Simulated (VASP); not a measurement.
Here is a VASP 6.6.1 calculation.

File INCAR:

```
SYSTEM = W
ALGO = Normal ; EDIFF = 1E-6
EDIFFG = -0.03 ; ENCUT = 600
GGA = CA ; IBRION = 2
ISIF = 3 ; ISMEAR = -1
LASPH = .True. ; LCHARG = .False.
LREAL = .False. ; LWAVE = .False.
NELM = 80 ; NSW = 80
PREC = Accurate ; SIGMA = 0.1
```

File KPOINTS:

```
k-points
0
Gamma
  12 12 12
  0 0 0
```

The input POSCAR:

```
W
1.0
   -1.5823400000      1.5823400000      1.5823400000
    1.5823400000     -1.5823400000      1.5823400000
    1.5823400000      1.5823400000     -1.5823400000
W
1
Direct
    0.0000000000      0.0000000000      0.0000000000
```

Potentials or basis: VASP PAW LDA potentials, release 64 (W_sv).

Launch:

```bash
$ cat potpaw_LDA.64/W_sv/POTCAR > POTCAR
$ mpirun -np 1 vasp_std > vasp.out
```

(1) What does it give for the relaxed cell?

(2) What does it give for the relaxed volume?

(3) Predict the band gap on the k mesh.

(4) Estimate the space group after relaxing (to 0.05 Å).

Answers

(1) a = 2.721 Å, b = 2.721 Å, c = 2.721 Å, α = 109.47°, β = 109.47°, γ = 109.47°.

(2) 15.50 Å³/atom.

(3) zero (band 7 reaches 16.96 eV, above the bottom of band 8 at 10.35 eV).

(4) Im-3m (No. 229).

Caveat: spin-orbit coupling is left out, which moves the levels of the heavy elements.
